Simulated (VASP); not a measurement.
# CdS (Fm-3m) in VASP: single point with r2SCAN

Aim: the single point of CdS with r2SCAN.

Program: VASP 6.6.1. These are calculated values, not measurements. Logs are shortened: lines on timing, memory, paths and dates and some standing lists are left out, and cuts for length are marked.

## (1) The cell of the first run

It takes space group Fm-3m (No. 225, cubic). Conventional cell: a = 5.561 Å, b = 5.561 Å, c = 5.561 Å, α = 90.00°, β = 90.00°, γ = 90.00°. Cd (site symmetry m-3m) has 6 S at 2.78 Å within 3.7 Å. Within 3.7 Å of S (site symmetry m-3m) lie 6 Cd at 2.78 Å.

## (2) Single point, r2SCAN (21.49 Å³/atom)

Input file POSCAR:

```
CdS
1.0
    0.0000000000      2.7802563296      2.7802563296
    2.7802563296      0.0000000000      2.7802563296
    2.7802563296      2.7802563296      0.0000000000
Cd S
1 1
Direct
    0.0000000000      0.0000000000      0.0000000000
    0.5000000000      0.5000000000      0.5000000000
```

Input file INCAR.step1:

```
SYSTEM = CdS
PREC = Accurate
ENCUT = 700
ISMEAR = 0
SIGMA = 0.01
LREAL = .False.
LASPH = .True.
NELM = 120
NBANDS = 20
GGA = PE
ALGO = Normal
EDIFF = 1E-5
LWAVE = .True.
LCHARG = .False.
GGA_COMPAT = .False.
```

Input file INCAR.step2:

```
SYSTEM = CdS
PREC = Accurate
ENCUT = 700
EDIFF = 1E-6
ISMEAR = 0
SIGMA = 0.01
LREAL = .False.
LASPH = .True.
NELM = 120
ALGO = Normal
ISIF = 2
LWAVE = .False.
LCHARG = .False.
METAGGA = R2SCAN
LMIXTAU = .True.
NBANDS = 20
ISTART = 1
GGA_COMPAT = .False.
```

Input file KPOINTS:

```
Automatic mesh
0
Gamma
  6 6 6
  0 0 0
```

Potentials or basis: VASP PAW PBE potentials, release 64 (Cd_sv_GW, S).

Launch:

```sh
$ cat potpaw_PBE.64/Cd_sv_GW/POTCAR potpaw_PBE.64/S/POTCAR > POTCAR
$ cp INCAR.step1 INCAR
$ mpirun -np 1 vasp_std > vasp.out
$ cp INCAR.step2 INCAR
$ mpirun -np 1 vasp_std > vasp.out
```

OUTCAR:

```text
SYSTEM = CdS
   PREC = Accurate
   ENCUT = 700
   EDIFF = 1E-6
   ISMEAR = 0
   LREAL = .False.
   LASPH = .True.
   NELM = 120
   ISIF = 2
   METAGGA = R2SCAN
   ISTART = 1

 ion  position               nearest neighbor table
   1  0.000  0.000  0.000-
   2  0.500  0.500  0.500-

  LATTYP: Found a face centered cubic cell.
 ALAT       =     5.5605126592

  Lattice vectors:

 A1 = (   0.0000000000,   2.7802563296,   2.7802563296)
 A2 = (   2.7802563296,   0.0000000000,   2.7802563296)
 A3 = (   2.7802563296,   2.7802563296,   0.0000000000)

Analysis of symmetry for initial positions (statically):
=====================================================================
 Subroutine PRICEL returns:
 Original cell was already a primitive cell.

 Routine SETGRP: Setting up the symmetry group for a
 face centered cubic supercell.

 Subroutine GETGRP returns: Found 48 space group operations
 (whereof 48 operations were pure point group operations)
 out of a pool of 48 trial point group operations.

The static configuration has the point symmetry O_h .

Analysis of symmetry for dynamics (positions and initial velocities):
=====================================================================
 Subroutine PRICEL returns:
 Original cell was already a primitive cell.

 Routine SETGRP: Setting up the symmetry group for a
 face centered cubic supercell.

 Subroutine GETGRP returns: Found 48 space group operations
 (whereof 48 operations were pure point group operations)
 out of a pool of 48 trial point group operations.

The dynamic configuration has the point symmetry O_h .

 Subroutine INISYM returns: Found 48 space group operations
 (whereof 48 operations are pure point group operations),
 and found     1 'primitive' translations

----------------------------------------------------------------------------------------

                                     Primitive cell

  volume of cell :      42.9818

  direct lattice vectors                    reciprocal lattice vectors
     0.000000000  2.780256330  2.780256330    -0.179839533  0.179839533  0.179839533
     2.780256330  0.000000000  2.780256330     0.179839533 -0.179839533  0.179839533
     2.780256330  2.780256330  0.000000000     0.179839533  0.179839533 -0.179839533

  length of vectors
     3.931876208  3.931876208  3.931876208     0.311491208  0.311491208  0.311491208

  position of ions in fractional coordinates (direct lattice)
     0.000000000  0.000000000  0.000000000
     0.500000000  0.500000000  0.500000000

  ion indices of the primitive-cell ions
   primitive index   ion index
                 1           1
                 2           2

----------------------------------------------------------------------------------------

 KPOINTS: Automatic mesh

Automatic generation of k-mesh.
 Grid dimensions read from file:
 generate k-points for:    6    6    6

 Generating k-lattice:

  Cartesian coordinates                     Fractional coordinates (reciprocal lattice)
    -0.029973256  0.029973256  0.029973256     0.166666667  0.000000000  0.000000000
     0.029973256 -0.029973256  0.029973256     0.000000000  0.166666667  0.000000000
     0.029973256  0.029973256 -0.029973256     0.000000000  0.000000000  0.166666667

  Length of vectors
     0.051915201  0.051915201  0.051915201

  Shift w.r.t. Gamma in fractional coordinates (k-lattice)
     0.000000000  0.000000000  0.000000000

 Subroutine IBZKPT returns following result:
 ===========================================

 Found     16 irreducible k-points:

 Following reciprocal coordinates:
            Coordinates               Weight
  0.000000  0.000000  0.000000      1.000000
  0.166667  0.000000  0.000000      8.000000
  0.333333  0.000000  0.000000      8.000000
  0.500000  0.000000  0.000000      4.000000
  0.166667  0.166667  0.000000      6.000000
  0.333333  0.166667  0.000000     24.000000
[... 8 lines left out ...]
 -0.333333  0.333333  0.166667     24.000000
 -0.333333  0.500000  0.166667     12.000000
   k-points           NKPTS =     16   k-points in BZ     NKDIM =     16   number of bands    NBANDS=     20
   number of dos      NEDOS =    301   number of ions     NIONS =      2
   total plane-waves  NPLWV =  46656
   dimension x,y,z NGX =    36 NGY =   36 NGZ =   36
   dimension x,y,z NGXF=    72 NGYF=   72 NGZF=   72
   ions per type =               1   1
   NGX,Y,Z   is equivalent  to a cutoff of  15.22, 15.22, 15.22 a.u.
   NGXF,Y,Z  is equivalent  to a cutoff of  30.44, 30.44, 30.44 a.u.
 SYSTEM =  CdS
   PREC   = accura    normal or accurate (medium, high low for compatibility)
   ISTART =      1    job   : 0-new  1-cont  2-samecut
   ICHARG =      0    charge: 1-file 2-atom 10-const
   ISPIN  =      1    spin polarized calculation?
   LNONCOLLINEAR =      F non collinear calculations
   LSORBIT =      F    spin-orbit coupling
   LASPH  =      T    aspherical Exc in radial PAW
   ENCUT  =  700.0 eV  51.45 Ry    7.17 a.u.   8.48  8.48  8.48*2*pi/ulx,y,z
   NELM   =    120;   NELMIN=  2; NELMDL=  0     # of ELM steps
   EDIFF  = 0.1E-05   stopping-criterion for ELM
   LREAL  =      F    real-space projection
   EDIFFG = 0.1E-04   stopping-criterion for IOM
   NSW    =      0    number of steps for IOM
   IBRION =     -1    ionic relax: 0-MD 1-quasi-New 2-CG
   NFREE  =      0    steps in history (QN), initial steepest desc. (CG)
   ISIF   =      2    stress and relaxation
   ISYM   =      2    0-nonsym 1-usesym 2-fastsym
   POTIM  = 0.5000    time-step for ionic-motion
   TEBEG  =    0.0;   TEEND  =   0.0 temperature during run
   PSTRESS=    0.0 pullay stress
   NELECT =      26.0000    total number of electrons
   NUPDOWN=      -1.0000    fix difference up-down
   EMIN   =  10.00;   EMAX   =-10.00  energy-range for DOS
   EFERMI =   0.00;   METHOD = LEGACY
   ISMEAR =     0;   SIGMA  =   0.01  broadening in eV -4-tet -1-fermi 0-gaus
   EFERMI_NEDOS =   21; number of points for ismear=-14 and -15
   IALGO  =     38    algorithm
   IMIX   =      4    mixing-type and parameters
     AMIX     =   0.40;   BMIX     =  1.00
     AMIX_MAG =   1.60;   BMIX_MAG =  1.00
  volume/ion in A,a.u.               =      21.49       145.03
  Fermi-wavevector in a.u.,A,eV,Ry     =   1.384537  2.616395 26.081574  1.916942
  Thomas-Fermi vector in A             =   2.509032
   LORBIT       =      0    0 simple, 1 ext, 2 COOP (PROOUT), +10 PAW based schemes
   METAGGA = R2SCAN    functional components
   LHFCALC =     F    Hartree Fock is set to
   AEXX    =    0.0000 exact exchange contribution
   IVDW    =     0    specifies the selected vdW correction
   LEPSILON=     F    determine dielectric tensor
   LRPA    =     F    only Hartree local field effects (RPA)
 non-spin polarized calculation
 Gauss-broadening in eV      SIGMA  =   0.01
  energy-cutoff  :      700.00
  volume of cell :       42.98
 maximum number of plane-waves:      1821
 NGX is ok and might be reduce to    36
   NGX = 17   NGY = 17   NGZ = 17

 number of electron      26.0000006 magnetization

 Free energy of the ion-electron system (eV)
  ---------------------------------------------------
  ext. energy  EPLUGINS =         0.00000000
  ---------------------------------------------------
  free energy    TOTEN  =       -29.55231505 eV

  energy without entropy =      -29.55231505  energy(sigma->0) =      -29.55231505

 E-fermi :   4.2056     XC(G=0): -10.8394

 val. band max:        3.9712430830   @ k =   0.5000   0.0000   0.0000
 cond. band min:       4.7154260764   @ k =   0.5000   0.5000   0.0000
 fundamental gap:      0.7441829934
 Fermi energy:         4.2055531126

 k-point     1 :       0.0000    0.0000    0.0000
  band No.  band energies     occupation
      1    -100.3939      2.00000
      2     -60.5574      2.00000
      3     -60.5574      2.00000
      4     -60.5574      2.00000
      5      -8.9527      2.00000
      6      -3.8356      2.00000
[... 12 lines left out ...]
     19      15.9506      0.00000
     20      15.9506      0.00000

 k-point     2 :       0.1667    0.0000    0.0000
  band No.  band energies     occupation
      1    -100.3939      2.00000
      2     -60.5577      2.00000
      3     -60.5574      2.00000
      4     -60.5574      2.00000
      5      -8.7380      2.00000
      6      -3.9005      2.00000
[... 12 lines left out ...]
     19      14.7868      0.00000
     20      15.4376      0.00000

 k-point     3 :       0.3333    0.0000    0.0000
  band No.  band energies     occupation
      1    -100.3939      2.00000
      2     -60.5583      2.00000
      3     -60.5575      2.00000
      4     -60.5575      2.00000
      5      -8.2371      2.00000
      6      -4.0347      2.00000
[... 12 lines left out ...]
     19      16.1021      0.00000
     20      16.1021      0.00000

 k-point     4 :       0.5000    0.0000    0.0000
  band No.  band energies     occupation
      1    -100.3938      2.00000
      2     -60.5586      2.00000
      3     -60.5575      2.00000
      4     -60.5575      2.00000
      5      -7.9334      2.00000
      6      -4.0992      2.00000
[... 12 lines left out ...]
     19      17.4136      0.00000
     20      17.4136      0.00000

 k-point     5 :       0.1667    0.1667    0.0000
  band No.  band energies     occupation
      1    -100.3939      2.00000
      2     -60.5577      2.00000
      3     -60.5575      2.00000
      4     -60.5575      2.00000
      5      -8.6868      2.00000
      6      -3.9498      2.00000
[... 12 lines left out ...]
     19      17.0083      0.00000
     20      17.7531      0.00000
[... 169 lines left out ...]
      6      -3.9620      2.00000
[... 12 lines left out ...]
     19      18.8652      0.00000
     20      19.1938      0.00000

 k-point    14 :       0.5000    0.3333    0.1667
  band No.  band energies     occupation
      1    -100.3938      2.00000
      2     -60.5583      2.00000
      3     -60.5579      2.00000
      4     -60.5577      2.00000
      5      -8.1053      2.00000
      6      -3.9442      2.00000
[... 12 lines left out ...]
     19      18.4182      0.00000
     20      19.5760      0.00000

 k-point    15 :      -0.3333    0.3333    0.1667
  band No.  band energies     occupation
      1    -100.3938      2.00000
      2     -60.5583      2.00000
      3     -60.5580      2.00000
      4     -60.5577      2.00000
      5      -7.9889      2.00000
      6      -3.9916      2.00000
[... 12 lines left out ...]
     19      17.1874      0.00000
     20      19.1632      0.00000

 k-point    16 :      -0.3333    0.5000    0.1667
  band No.  band energies     occupation
      1    -100.3938      2.00000
      2     -60.5583      2.00000
      3     -60.5580      2.00000
      4     -60.5579      2.00000
      5      -8.0420      2.00000
      6      -3.9011      2.00000
[... 12 lines left out ...]
     19      18.2775      0.00000
     20      19.1768      0.00000

------------------------ aborting loop because EDIFF is reached ----------------------------------------

  FORCE on cell =-STRESS in cart. coord.  units (eV):
  Direction    XX          YY          ZZ          XY          YZ          ZX
  --------------------------------------------------------------------------------------
  -------------------------------------------------------------------------------------
  Total       -1.1380817     -1.1380817     -1.1380817     -0.0000000      0.0000000      0.0000000
  in kB      -42.4228188    -42.4228188    -42.4228188     -0.0000000      0.0000000      0.0000000
  external PRESSURE =     -42.4228188 kB  Pullay stress =       0.0000000 kB

 VOLUME and BASIS-vectors are now :
 -----------------------------------------------------------------------------
  energy-cutoff  :      700.00
  volume of cell :       42.98
      direct lattice vectors                 reciprocal lattice vectors
     0.000000000  2.780256330  2.780256330    -0.179839533  0.179839533  0.179839533
     2.780256330  0.000000000  2.780256330     0.179839533 -0.179839533  0.179839533
     2.780256330  2.780256330  0.000000000     0.179839533  0.179839533 -0.179839533

 POSITION                                       TOTAL-FORCE (eV/Angst)
 -----------------------------------------------------------------------------------
      0.00000      0.00000      0.00000         0.000000      0.000000      0.000000
      2.78026      2.78026      2.78026        -0.000000     -0.000000     -0.000000
 -----------------------------------------------------------------------------------
    total drift:                               -0.000000      0.000000      0.000000

  FREE ENERGIE OF THE ION-ELECTRON SYSTEM (eV)
  ---------------------------------------------------
  free  energy   TOTEN  =       -29.5523150539 eV

  energy  without entropy=      -29.5523150539  energy(sigma->0) =      -29.55231505
```

It took 56 s on 1 thread of AMD EPYC 9R45 (Zen 5), shared host; peak memory 0.2 GiB.

Results:

```
Free energy            : -29.5523 eV
Pressure               : -4.2 GPa
Band gap on the k mesh : 0.74 eV (least direct gap 1.98 eV)
```

Caveat: the cell stands under tension; the structure was generated, so it needn't be the stable form of CdS; semilocal functionals underestimate gaps, and a narrow one can read as zero; the PAW data sets were made with another functional, which shifts forces and pressure a little.
